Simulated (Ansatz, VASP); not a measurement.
# Two plane-wave programs on SiC

```
Si C
1.0
     1.53890   -2.66750    0.00000
     1.53890    2.66750    0.00000
     0.00000    0.00000   15.12190
Si C
6 6
Cartesian
  1.5389 1.7784 12.9704
  1.5389 -1.7784 5.4094
  1.5389 -0.0006 7.9315
  1.5389 0.0006 0.3706
  1.5389 -1.7789 10.4526
  1.5389 1.7789 2.8917
  1.5389 -0.0010 9.8264
  1.5389 0.0010 2.2655
  1.5389 1.7786 14.8600
  1.5389 -1.7786 7.2991
  1.5389 -1.7787 12.3424
  1.5389 1.7787 4.7814
```

Alike in both runs: functional PBE; k mesh 10 × 10 × 2; occupations fermi-dirac, width 0.02 eV; no spin polarisation.

Ansatz relaxed the structure, and its values are those at the end. VASP's run is a single point on that final structure, the one shown.

```csv
,VASP,Ansatz
version,VASP 6.6.1,Ansatz 0.2.0
potentials or method,"VASP PAW PBE potentials, release 64 (Si, C)","plane-wave PAW, scalar-relativistic"
plane-wave cutoff (eV),520,420
valence electrons in the cell,48,48
```

|  | VASP | Ansatz | Ansatz less VASP |
| --- | --- | --- | --- |
| gap on the k mesh at the Fermi level (eV) | 2.02 | 2.02 | +0.002 |
| pressure (GPa) | 3.2 | 3.2 | +0.06 |

Ansatz's warnings: stress scf threshold loose.
